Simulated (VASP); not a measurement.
# Ni in VASP: notebook

The runs below take Ni through single point, with PBE.

All numbers are computed with VASP 6.6.1; they aren't measurements. Logs are shortened: lines on timing, memory, paths and dates and some standing lists are left out, and cuts for length are marked.

### Step 1. The cell of the first run

The cell holds a slab with vacuum, 4 atoms: a = 2.488 Å, b = 2.488 Å, c = 22.094 Å, α = 90.00°, β = 90.00°, γ = 120.00°.

### Step 2. Single point, PBE, collinear spin, ferromagnetic start

The input, INCAR:

```
SYSTEM = Ni
PREC = Accurate
ENCUT = 520
EDIFF = 1E-6
ISMEAR = -1
SIGMA = 0.05
LREAL = .False.
LASPH = .True.
NELM = 150
ALGO = Normal
ISIF = 2
LWAVE = .False.
LCHARG = .True.
ISPIN = 2
MAGMOM = 1 1 1 1
LORBIT = 11
LMAXMIX = 4
LDIPOL = .True.
IDIPOL = 3
DIPOL = 0.5 0.5 0.500
GGA = PE
LELF = .True.
LVHAR = .True.
LVACPOTAV = .True.
NBANDS = 32
```

The input, KPOINTS:

```
Automatic mesh
0
Gamma
  19 19 1
  0 0 0
```

The input, POSCAR:

```
Ni
1.0
    2.4880369258      0.0000000000      0.0000000000
   -1.2440184629      2.1547031833      0.0000000000
    0.0000000000      0.0000000000     22.0944000000
Ni
4
Direct
    0.0000000000      0.0000000000      0.3634997682
    0.3333333333      0.6666666667      0.4542488187
    0.6666666667      0.3333333333      0.5457515026
    0.0000000000      0.0000000000      0.6364999099
```

Potentials or basis: VASP PAW PBE potentials, release 64 (Ni).

Run with:

```sh
$ cat potpaw_PBE.64/Ni/POTCAR > POTCAR
$ mpirun -np 1 vasp_std > vasp.out
```

OUTCAR:

```text
SYSTEM = Ni
   PREC = Accurate
   ENCUT = 520
   EDIFF = 1E-6
   ISMEAR = -1
   LREAL = .False.
   LASPH = .True.
   NELM = 150
   ISIF = 2
   ISPIN = 2
   LORBIT = 11
   GGA = PE

 ion  position               nearest neighbor table
   1  0.000  0.000  0.363-   2 2.47   2 2.47   2 2.47
   2  0.333  0.667  0.454-   1 2.47   1 2.47   1 2.47   3 2.48   3 2.48   3 2.48
   3  0.667  0.333  0.546-   4 2.47   4 2.47   4 2.47   2 2.48   2 2.48   2 2.48
   4  0.000  0.000  0.636-   3 2.47   3 2.47   3 2.47

  LATTYP: Found a hexagonal cell.
 ALAT       =     2.4880369258
 C/A-ratio  =     8.8802540553

  Lattice vectors:

 A1 = (   2.4880369258,   0.0000000000,   0.0000000000)
 A2 = (  -1.2440184629,   2.1547031833,   0.0000000000)
 A3 = (   0.0000000000,   0.0000000000,  22.0944000000)

Analysis of symmetry for initial positions (statically):
=====================================================================
 Subroutine PRICEL returns:
 Original cell was already a primitive cell.

 Routine SETGRP: Setting up the symmetry group for a
 hexagonal supercell.

 Subroutine GETGRP returns: Found 12 space group operations
 (whereof 12 operations were pure point group operations)
 out of a pool of 24 trial point group operations.

The static configuration has the point symmetry D_3d.

Analysis of symmetry for dynamics (positions and initial velocities):
=====================================================================
 Subroutine PRICEL returns:
 Original cell was already a primitive cell.

 Routine SETGRP: Setting up the symmetry group for a
 hexagonal supercell.

 Subroutine GETGRP returns: Found 12 space group operations
 (whereof 12 operations were pure point group operations)
 out of a pool of 24 trial point group operations.

The dynamic configuration has the point symmetry D_3d.

Analysis of structural, dynamic, and magnetic symmetry:
=====================================================================
 Subroutine PRICEL returns:
 Original cell was already a primitive cell.

 Routine SETGRP: Setting up the symmetry group for a
 hexagonal supercell.

 Subroutine GETGRP returns: Found 12 space group operations
 (whereof 12 operations were pure point group operations)
 out of a pool of 24 trial point group operations.

The overall configuration has the point symmetry D_3d.

 Subroutine INISYM returns: Found 12 space group operations
 (whereof 12 operations are pure point group operations),
 and found     1 'primitive' translations

----------------------------------------------------------------------------------------

                                     Primitive cell

  volume of cell :     118.4477

  direct lattice vectors                    reciprocal lattice vectors
     2.488036926  0.000000000  0.000000000     0.401923295  0.232050523  0.000000000
    -1.244018463  2.154703183  0.000000000     0.000000000  0.464101045  0.000000000
     0.000000000  0.000000000 22.094400000     0.000000000  0.000000000  0.045260337

  length of vectors
     2.488036926  2.488036926 22.094400000     0.464101045  0.464101045  0.045260337

  position of ions in fractional coordinates (direct lattice)
     0.000000000  0.000000000  0.363499768
     0.333333333  0.666666667  0.454248819
     0.666666667  0.333333333  0.545751503
     0.000000000  0.000000000  0.636499910

  ion indices of the primitive-cell ions
   primitive index   ion index
                 1           1
                 2           2
                 3           3
                 4           4

----------------------------------------------------------------------------------------

 KPOINTS: Automatic mesh

Automatic generation of k-mesh.
 Grid dimensions read from file:
 generate k-points for:   19   19    1

 Generating k-lattice:

  Cartesian coordinates                     Fractional coordinates (reciprocal lattice)
     0.021153858  0.012213185  0.000000000     0.052631579  0.000000000  0.000000000
     0.000000000  0.024426371  0.000000000     0.000000000  0.052631579  0.000000000
     0.000000000  0.000000000  0.045260337     0.000000000  0.000000000  1.000000000

  Length of vectors
     0.024426371  0.024426371  0.045260337

  Shift w.r.t. Gamma in fractional coordinates (k-lattice)
     0.000000000  0.000000000  0.000000000

 Subroutine IBZKPT returns following result:
 ===========================================

 Found     40 irreducible k-points:

 Following reciprocal coordinates:
            Coordinates               Weight
  0.000000  0.000000  0.000000      1.000000
  0.052632  0.000000  0.000000      6.000000
  0.105263  0.000000  0.000000      6.000000
  0.157895  0.000000  0.000000      6.000000
  0.210526  0.000000  0.000000      6.000000
  0.263158  0.000000  0.000000      6.000000
[... 16 lines left out ...]
  0.263158  0.105263  0.000000     12.000000
  0.315789  0.105263  0.000000     12.000000
 [... further k-points ...]
   k-points           NKPTS =     40   k-points in BZ     NKDIM =     40   number of bands    NBANDS=     32
   number of dos      NEDOS =    301   number of ions     NIONS =      4
   total plane-waves  NPLWV =  67200
   dimension x,y,z NGX =    20 NGY =   20 NGZ =  168
   dimension x,y,z NGXF=    40 NGYF=   40 NGZF=  336
   ions per type =               4
   NGX,Y,Z   is equivalent  to a cutoff of  13.36, 13.36, 12.64 a.u.
   NGXF,Y,Z  is equivalent  to a cutoff of  26.73, 26.73, 25.28 a.u.
 SYSTEM =  Ni
   PREC   = accura    normal or accurate (medium, high low for compatibility)
   ISTART =      0    job   : 0-new  1-cont  2-samecut
   ICHARG =      2    charge: 1-file 2-atom 10-const
   ISPIN  =      2    spin polarized calculation?
   LNONCOLLINEAR =      F non collinear calculations
   LSORBIT =      F    spin-orbit coupling
   LASPH  =      T    aspherical Exc in radial PAW
   ENCUT  =  520.0 eV  38.22 Ry    6.18 a.u.   4.63  4.63 41.08*2*pi/ulx,y,z
   NELM   =    150;   NELMIN=  2; NELMDL= -5     # of ELM steps
   EDIFF  = 0.1E-05   stopping-criterion for ELM
   LREAL  =      F    real-space projection
[... 7 lines left out ...]
   TEBEG  =    0.0;   TEEND  =   0.0 temperature during run
   PSTRESS=    0.0 pullay stress
   NELECT =      40.0000    total number of electrons
   NUPDOWN=      -1.0000    fix difference up-down
   EMIN   =  10.00;   EMAX   =-10.00  energy-range for DOS
   EFERMI =   0.00;   METHOD = LEGACY
   ISMEAR =    -1;   SIGMA  =   0.05  broadening in eV -4-tet -1-fermi 0-gaus
   EFERMI_NEDOS =   21; number of points for ismear=-14 and -15
   IALGO  =     38    algorithm
   IMIX   =      4    mixing-type and parameters
     AMIX     =   0.40;   BMIX     =  1.00
     AMIX_MAG =   1.60;   BMIX_MAG =  1.00
  volume/ion in A,a.u.               =      29.61       199.83
  Fermi-wavevector in a.u.,A,eV,Ry     =   1.140038  2.154359 17.683311  1.299687
  Thomas-Fermi vector in A             =   2.276741
   LORBIT       =     11    0 simple, 1 ext, 2 COOP (PROOUT), +10 PAW based schemes
   GGA     = PE    functional components
   LHFCALC =     F    Hartree Fock is set to
   AEXX    =    0.0000 exact exchange contribution
   IVDW    =     0    specifies the selected vdW correction
   LEPSILON=     F    determine dielectric tensor
   LRPA    =     F    only Hartree local field effects (RPA)
 spin polarized calculation
  energy-cutoff  :      520.00
  volume of cell :      118.45
 maximum number of plane-waves:      3226
 NGX is ok and might be reduce to    20
   NGX =  9   NGY =  9   NGZ = 83

 dipolmoment           0.000000      0.000000      0.000000 electrons x Angstroem

 number of electron      40.0000009 magnetization       2.6278274

 dipolmoment           0.000000      0.000000     -0.000000 electrons x Angstroem

 Free energy of the ion-electron system (eV)
  ---------------------------------------------------
  ext. energy  EPLUGINS =         0.00000000
  ---------------------------------------------------
  free energy    TOTEN  =       -20.63177808 eV

  energy without entropy =      -20.57458116  energy(sigma->0) =      -20.60317962

 E-fermi :   0.3149     XC(G=0):  -5.7033

 val. band max:        0.3068253806   @ k =   0.4211   0.1579   0.0000
 cond. band min:       0.3200537075   @ k =   0.3684   0.0526   0.0000
 fundamental gap:      0.0132283269
 Fermi energy:         0.3149115040

 spin component 1

 k-point     1 :       0.0000    0.0000    0.0000
  band No.  band energies     occupation
      1      -8.2622      1.00000
      2      -6.8975      1.00000
      3      -5.2302      1.00000
      4      -4.5660      1.00000
      5      -2.2448      1.00000
      6      -2.1612      1.00000
[... 24 lines left out ...]
     31       9.0358      0.00000
     32      11.8332      0.00000

 k-point     2 :       0.0526    0.0000    0.0000
  band No.  band energies     occupation
      1      -8.1672      1.00000
      2      -6.8070      1.00000
      3      -5.1467      1.00000
      4      -4.4977      1.00000
      5      -2.2872      1.00000
      6      -2.2555      1.00000
[... 24 lines left out ...]
     31       9.1097      0.00000
     32      11.9224      0.00000
[... 733 lines left out ...]
     31      11.6478      0.00000
     32      12.1931      0.00000

 k-point    24 :       0.3158    0.1053    0.0000
  band No.  band energies     occupation
      1      -4.5883      1.00000
      2      -4.1404      1.00000
      3      -3.6891      1.00000
      4      -3.5280      1.00000
      5      -3.1974      1.00000
      6      -2.9726      1.00000
[... 24 lines left out ...]
     31      11.1444      0.00000
     32      11.6055      0.00000

 [... further k-points ...]

 spin component 2

 k-point     1 :       0.0000    0.0000    0.0000
  band No.  band energies     occupation
      1      -8.3003      1.00000
      2      -6.9254      1.00000
      3      -5.1543      1.00000
      4      -4.2049      1.00000
      5      -1.5829      1.00000
      6      -1.4543      1.00000
[... 24 lines left out ...]
     31       9.1256      0.00000
     32      11.8317      0.00000

 k-point     2 :       0.0526    0.0000    0.0000
  band No.  band energies     occupation
      1      -8.2052      1.00000
      2      -6.8346      1.00000
      3      -5.0693      1.00000
      4      -4.1315      1.00000
      5      -1.6342      1.00000
      6      -1.5189      1.00000
[... 24 lines left out ...]
     31       9.1946      0.00000
     32      11.9202      0.00000
[... 733 lines left out ...]
     31      11.7655      0.00000
     32      12.2062      0.00000

 k-point    24 :       0.3158    0.1053    0.0000
  band No.  band energies     occupation
      1      -4.4205      1.00000
      2      -3.8637      1.00000
      3      -3.3028      1.00000
      4      -2.8719      1.00000
      5      -2.6485      1.00000
      6      -2.3859      1.00000
[... 24 lines left out ...]
     31      11.1897      0.00000
     32      11.7045      0.00000

 [... further k-points ...]
[... 5 lines left out ...]
  --------------------------------------------------------------------------------------
  -------------------------------------------------------------------------------------
  Total       -1.4251760     -1.4251760      0.0014118      0.0000000      0.0000000      0.0000000
  in kB      -19.2775837    -19.2775837      0.0190963      0.0000000      0.0000000      0.0000000
  external PRESSURE =     -12.8453571 kB  Pullay stress =       0.0000000 kB

 VOLUME and BASIS-vectors are now :
 -----------------------------------------------------------------------------
  energy-cutoff  :      520.00
  volume of cell :      118.45
      direct lattice vectors                 reciprocal lattice vectors
     2.488036926  0.000000000  0.000000000     0.401923295  0.232050523  0.000000000
    -1.244018463  2.154703183  0.000000000     0.000000000  0.464101045  0.000000000
     0.000000000  0.000000000 22.094400000     0.000000000  0.000000000  0.045260337

 POSITION                                       TOTAL-FORCE (eV/Angst)
 -----------------------------------------------------------------------------------
      0.00000      0.00000      8.03131        -0.000000     -0.000000      0.000626
     -0.00000      1.43647     10.03636         0.000000      0.000000     -0.001864
      1.24402      0.71823     12.05805        -0.000000      0.000000      0.001864
      0.00000      0.00000     14.06308         0.000000      0.000000     -0.000626
 -----------------------------------------------------------------------------------
    total drift:                               -0.000000     -0.000000     -0.000096

  FREE ENERGIE OF THE ION-ELECTRON SYSTEM (eV)
  ---------------------------------------------------
  free  energy   TOTEN  =       -20.6317780795 eV

  energy  without entropy=      -20.5745811587  energy(sigma->0) =      -20.60317962

 vacuum level on the upper side and lower side of the slab         5.361         5.361

 total charge

# of ion       s       p       d       tot
------------------------------------------
    1        0.491   0.385   8.309   9.185
    2        0.497   0.502   8.317   9.315
    3        0.497   0.502   8.317   9.315
    4        0.491   0.385   8.309   9.185
--------------------------------------------------
tot          1.975   1.774  33.251  37.000

 magnetization (x)

# of ion       s       p       d       tot
------------------------------------------
    1       -0.007  -0.025   0.698   0.666
    2       -0.007  -0.027   0.714   0.680
    3       -0.007  -0.027   0.714   0.680
    4       -0.007  -0.025   0.698   0.666
--------------------------------------------------
tot         -0.027  -0.104   2.822   2.692
```

Run time: 7.8 min. Hardware: 1 thread of AMD EPYC 7R13 (Zen 3), shared host; peak memory 0.37 GiB.

What came out:

| Item | Value |
| --- | --- |
| Free energy | -20.6318 eV |
| Net moment | 2.63 μB per cell |
| Site moments | Ni +0.67, +0.68 (each value once) μB |
| Valence electrons inside the program's atomic spheres | Ni 9.19, 9.31 (each value once) |

Levels at points of the mesh, in eV from the Fermi level:
Spin up:
| k point | band 17 | band 18 | band 19 | band 20 | band 21 | band 22 | band 23 | band 24 | band 25 | band 26 |
| --- | --- | --- | --- | --- | --- | --- | --- | --- | --- | --- |
| (0.00, 0.00, 0.00) | -1.30 | -1.16 | -1.16 | -0.77 | -0.77 | -0.63 | -0.62 | -0.62 | 0.32 | 4.81 |
Spin down:
```
           k point  band 14  band 15  band 16  band 17  band 18  band 19  band 20  band 21  band 22  band 23
(0.00, 0.00, 0.00)    -1.33    -1.33    -0.66    -0.66    -0.48    -0.48    -0.44    -0.09    -0.09     0.15
```

### Step 3. Single point, PBE, collinear spin, ferromagnetic start

The input, INCAR:

```
PREC = Accurate
ENCUT = 520
EDIFF = 1E-6
ISMEAR = -1
SIGMA = 0.05
LREAL = F
LASPH = T
NELM = 150
ALGO = Normal
ISIF = 2
LWAVE = F
LCHARG = F
ISPIN = 2
MAGMOM = 1 1 1 1
LORBIT = 11
LMAXMIX = 4
LDIPOL = T
IDIPOL = 3
DIPOL = 0.5 0.5 0.500
GGA = PE
NBANDS = 32
```

The input, KPOINTS:

```
Automatic mesh
0
Gamma
  19 19 1
```

The input, POSCAR:

```
Ni
1.0
    2.4880369258      0.0000000000      0.0000000000
   -1.2440184629      2.1547031833      0.0000000000
    0.0000000000      0.0000000000     22.0944000000
Ni
4
Direct
    0.0000000000      0.0000000000      0.3620822261
    0.3333333340      0.6666666660      0.4540274083
    0.6666666670      0.3333333330      0.5459725911
    0.0000000000      0.0000000000      0.6379177739
```

Potentials or basis: VASP PAW PBE potentials, release 64 (Ni).

Run with:

```sh
$ cat potpaw_PBE.64/Ni/POTCAR > POTCAR
$ mpirun -np 1 vasp_std > vasp.out
```

Wall time 17 min (1 thread of Oxide Virtual Turin-like, shared host); peak memory 0.37 GiB.

Results (log left out):

```
Free energy                                           : -20.6275 eV
Largest force                                         : 0.147 eV/Å
Net moment                                            : 2.63 μB per cell
Site moments                                          : Ni +0.67, +0.68 (each value once) μB
Valence electrons inside the program's atomic spheres : Ni 9.17, 9.30 (each value once)
```

Forces on the atoms (eV/Å):
```
Ni   0.000  0.000  0.147
Ni   0.000  0.000 -0.079
Ni   0.000  0.000  0.079
Ni   0.000  0.000 -0.147
```

Levels at points of the mesh, in eV from the Fermi level:
Spin up:
| k point | band 18 | band 19 | band 20 | band 21 | band 22 | band 23 | band 24 | band 25 |
| --- | --- | --- | --- | --- | --- | --- | --- | --- |
| (0.00, 0.00, 0.00) | -1.14 | -1.14 | -0.76 | -0.76 | -0.64 | -0.62 | -0.62 | 0.28 |
Spin down:
| k point | band 15 | band 16 | band 17 | band 18 | band 19 | band 20 | band 21 | band 22 |
| --- | --- | --- | --- | --- | --- | --- | --- | --- |
| (0.00, 0.00, 0.00) | -1.31 | -0.65 | -0.65 | -0.45 | -0.45 | -0.44 | -0.08 | -0.08 |

### Step 4. Single point, PBE, collinear spin, ferromagnetic start

The input, INCAR:

```
ALGO = Normal
DIPOL = 0.5 0.5 0.500
EDIFF = 1E-7
ENCUT = 520
GGA = PE
IDIPOL = 3
ISIF = 2
ISMEAR = -1
ISPIN = 2
LASPH = True
LCHARG = False
LDIPOL = True
LMAXMIX = 4
LORBIT = 11
LREAL = False
LWAVE = False
MAGMOM = 1 1 1 1
NBANDS = 32
NELM = 150
PREC = Accurate
SIGMA = 0.05
```

The input, KPOINTS:

```
k-points
0
Gamma
  19 19 1
```

The input, POSCAR:

```
Ni
1.0
    2.4880369258      0.0000000000      0.0000000000
   -1.2440184629      2.1547031833      0.0000000000
    0.0000000000      0.0000000000     22.0944000000
Ni
4
Direct
    0.0000000000      0.0000000000      0.3634997682
    0.3333333333      0.6666666667      0.4542488187
    0.6666666667      0.3333333333      0.5457515026
    0.0000000000      0.0000000000      0.6364999099
```

Run with:

```sh
$ cat potpaw_PBE.64/Ni/POTCAR > POTCAR
$ mpirun -np 1 vasp_std > vasp.out
```

Wall time 18 min (1 thread of Oxide Virtual Turin-like, shared host); peak memory 0.37 GiB.

The run converged. Its results:

```
Free energy                                           : -20.6318 eV
Net moment                                            : 2.63 μB per cell
Site moments                                          : Ni +0.67, +0.68 (each value once) μB
Valence electrons inside the program's atomic spheres : Ni 9.19, 9.31 (each value once)
```

Levels at points of the mesh, in eV from the Fermi level:
Spin up:
```csv
k point,band 18,band 19,band 20,band 21,band 22,band 23,band 24,band 25
"(0.00, 0.00, 0.00)",-1.16,-1.16,-0.77,-0.77,-0.63,-0.62,-0.62,0.32
```
Spin down:
```csv
k point,band 14,band 15,band 16,band 17,band 18,band 19,band 20,band 21,band 22,band 23
"(0.00, 0.00, 0.00)",-1.33,-1.33,-0.66,-0.66,-0.48,-0.48,-0.44,-0.08,-0.08,0.15
```
